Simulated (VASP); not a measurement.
Runs of VASP 6.6.1 on Rb. The structure is that of space group P6/mmm (No. 191), or close to it. The cells are those of the table. 

```tsv
cell	k mesh	gap on the mesh (eV)	pressure (GPa)
a = 7.785, b = 7.785, c = 4.653 Å, angles 90.0, 90.0, 120.0°, 3 atoms	6 × 6 × 8	none	-0.1
a = 7.684, b = 7.684, c = 4.593 Å, angles 90.0, 90.0, 120.0°, 3 atoms	5 × 5 × 7	none	0.0
a = 7.884, b = 7.884, c = 4.712 Å, angles 90.0, 90.0, 120.0°, 3 atoms	6 × 6 × 8	none	-0.2
a = 7.473, b = 7.473, c = 4.467 Å, angles 90.0, 90.0, 120.0°, 3 atoms	6 × 6 × 8	none	(a)
a = 7.980, b = 7.980, c = 4.769 Å, angles 90.0, 90.0, 120.0°, 3 atoms	6 × 6 × 8	none	-0.3
a = 7.684, b = 7.684, c = 4.593 Å, angles 90.0, 90.0, 120.0°, 3 atoms	6 × 6 × 8	none	0.0
```

Alike in all rows: task single point; level LDA; potentials or basis VASP PAW LDA potentials, release 64 (Rb_sv); no spin polarisation; cutoff (eV) 520; smearing fermi-dirac 0.1 eV.

Task: Estimate the missing entries.

Result: (a) 0.3.

A k mesh can miss the band edges, and the runs leave out spin-orbit coupling on Rb.

A gap of «none» marks levels without a gap at the run's occupations.
